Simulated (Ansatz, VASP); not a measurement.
Two plane-wave programs on Hf2Ti

INCAR

```
PREC = Accurate
ENCUT = 600
EDIFF = 1E-7
ISMEAR = 0
SIGMA = 0.1
LREAL = F
LASPH = T
NELM = 100
ALGO = Normal
ISIF = 3
LWAVE = F
LCHARG = F
GGA = PE
IBRION = 2
NSW = 90
EDIFFG = -0.04
```

KPOINTS

```
regular mesh
0
Gamma
  6 6 4
```

POSCAR

```
Hf2Ti
1.0
    3.7752501940      0.0000000000      0.0000000000
   -1.8876250970      3.2694625737      0.0000000000
    0.0000000000      0.0000000000      4.0762668208
Hf Ti
2 1
Direct
    0.3333333333      0.6666666667      0.5000000000
    0.6666666667      0.3333333333      0.5000000000
    0.0000000000      0.0000000000      0.0000000000
```

Input for Ansatz:

```yaml
crystal:
  lattice:
    - [3.775250194, 0.0, 0.0]
    - [-1.887625097, 3.2694625737, 0.0]
    - [0.0, 0.0, 4.0762668208]
  atoms:
    - { symbol: Hf, position: [0.3333333333, 0.6666666667, 0.5] }
    - { symbol: Hf, position: [0.6666666667, 0.3333333333, 0.5] }
    - { symbol: Ti, position: [0.0, 0.0, 0.0] }
basis:
  ecutwfc: 420
kpoints:
  mp_grid: { grid: [6, 6, 4] }
hamiltonian:
  xc: pbe
scf:
  occupations: { method: gaussian, width: 0.1 }
  lower_state_search: "off"
output:
  forces: true
  stress: true
  eigenvalues: true
relax:
  adjacent_minimum: "off"
  f_tol: 0.04
  max_steps: 70
  cell: { stress_tol: 0.4 }
```

Alike in both runs: task relaxation of cell and atoms; functional PBE; k mesh 6 × 6 × 4; occupations gaussian, width 0.1 eV; no spin polarisation.

|  | VASP | Ansatz |
| --- | --- | --- |
| version | VASP 6.6.1 | Ansatz 0.2.0 |
| potentials or method | VASP PAW PBE potentials, release 64 (Hf_pv, Ti_sv), cutoff 600 eV | scalar-relativistic, plane waves, PAW |
| valence electrons in the cell | 32 | 64 |

Ansatz gave:

* gap on the k mesh at the Fermi level, each at its own relaxed structure (eV): none
* relaxed volume (Å³/atom): 20.43
* relaxed cell length with the largest relative difference (Å): 4.872

Q: Estimate VASP's values.

A: gap on the k mesh at the Fermi level, each at its own relaxed structure (eV): none; relaxed volume (Å³/atom): 20.38; relaxed cell length with the largest relative difference (Å): 4.866.

A gap of «none» marks a metal or a gap that the smearing closes. VASP's potentials hold 32 valence electrons a cell and Ansatz's 64, so a difference there can come from the potentials and not from the codes.

The k mesh is coarse, so the values compare programs but aren't converged. Neither program's run includes spin-orbit coupling. Noted on VASP's run: the volume moved by over 15 % at a fixed basis, so the end points are rough.
